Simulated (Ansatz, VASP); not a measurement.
**Ta: VASP beside Ansatz**

INCAR

```
SYSTEM = Ta
AGGAC = 1.0
AGGAX = 1.0
ALDAC = 0.0
ALDAX = 1.0
ALGO = Normal
EDIFF = 1E-7
EDIFFG = -0.01
ENCUT = 600
GGA = B5
IBRION = 2
ISIF = 3
ISMEAR = -1
LASPH = .TRUE.
LCHARG = .FALSE.
LREAL = .FALSE.
LWAVE = .FALSE.
NELM = 100
NSW = 80
PREC = Accurate
SIGMA = 0.1
```

Contents of KPOINTS:

```
k-points
0
G
  9 9 9
  0 0 0
```

File POSCAR:

```
Ta
1.0
    0.0000000000      2.8998653517      2.8998653517
    2.8998653517      0.0000000000      2.8998653517
    2.8998653517      2.8998653517      0.0000000000
Ta
2
Direct
    0.1250000000      0.1250000000      0.1250000000
    0.8750000000      0.8750000000      0.8750000000
```

Input for Ansatz:

```yaml
crystal:
  lattice:
    - [0.0, 2.8998653517, 2.8998653517]
    - [2.8998653517, 0.0, 2.8998653517]
    - [2.8998653517, 2.8998653517, 0.0]
  atoms:
    - { symbol: Ta, position: [0.125, 0.125, 0.125] }
    - { symbol: Ta, position: [0.875, 0.875, 0.875] }
hamiltonian:
  xc: blyp
  pseudopotentials:
    kind: paw
    azcp:
      Ta: "pseudopotentials/Ta.paw.azcp"
basis:
  ecutwfc: 420
  fft_grid_basis: typed
kpoints:
  mp_grid: { grid: [9, 9, 9], shift: [0, 0, 0] }
magnetization:
  spin_polarized: false
scf:
  occupations: { method: fermi_dirac, width: 0.1 }
relax:
  max_steps: 60
  f_tol: 0.01
  cell: {}
```

Alike in both runs: task relaxation of cell and atoms; functional BLYP; k mesh 9 × 9 × 9; occupations fermi-dirac, width 0.1 eV; no spin polarisation.

```csv
,VASP,Ansatz
version,VASP 6.6.1,Ansatz 0.2.0
potentials or method,"VASP PAW PBE potentials, release 64 (Ta_pv), cutoff 600 eV","plane waves (420 eV) with PAW, scalar-relativistic"
valence electrons in the cell,22,26
```

```tsv
	VASP	Ansatz	Ansatz less VASP
relaxed volume (Å³/atom)	30.00	29.87	-0.131
relaxed cell length with the largest relative difference (Å)	4.394	4.388	-0.0064
```

VASP's potentials were made for PBE, not for BLYP. VASP's potentials hold 22 valence electrons a cell and Ansatz's 26, so a difference there can come from the potentials and not from the codes.

Neither program's run includes spin-orbit coupling. Noted on VASP's run: the volume moved by over 15 % at a fixed basis, so the end points are rough.
